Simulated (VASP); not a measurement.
## Ta: single point with PBEsol

The system is Ta.

```
Ta
1.0
     2.91958    0.00000    0.00000
    -1.45979    2.52843    0.00000
     0.00000    0.00000    5.20049
Ta
2
Direct
  0.66667 0.33333 0.75000
  0.33333 0.66667 0.25000
```

```yaml
Program: VASP 6.6.1
Task: single point
Functional: PBEsol
Potentials_or_basis: VASP PAW PBE potentials, release 64 (Ta_pv)
Cutoff: 520 eV
k_mesh: 11 × 11 × 6
Occupations: gaussian, width 0.1 eV
Spin: no spin polarisation
```

```json
{"Pressure": "-10.5 GPa", "Band gap on the k mesh": "zero (band 11 reaches 6.56 eV, above the bottom of band 12 at 4.52 eV)"}
```

Stress tensor (GPa, compression positive):
```
-10.83   0.00   0.00
  0.00 -10.83   0.00
  0.00   0.00  -9.82
```

Levels at points of the mesh, in eV from the Fermi level:
| k point | band 7 | band 8 | band 9 | band 10 | band 11 | band 12 | band 13 | band 14 | band 15 | band 16 |
| --- | --- | --- | --- | --- | --- | --- | --- | --- | --- | --- |
| (0.00, 0.00, 0.00) | -8.09 | -4.83 | -0.54 | -0.15 | 0.60 | 0.60 | 1.14 | 1.14 | 2.89 | 2.89 |
| (0.00, 0.00, 0.50) | -6.30 | -6.30 | -1.14 | -1.14 | 0.65 | 0.65 | 0.65 | 0.65 | 4.28 | 4.28 |

Wall time 87 s on 1 thread of AMD EPYC 7R13, with other jobs on the host, peak memory 0.15 GiB.

Caveat: the PAW data sets were made with another functional, which shifts forces and pressure a little; spin-orbit coupling is left out, which moves the levels of the heavy elements.
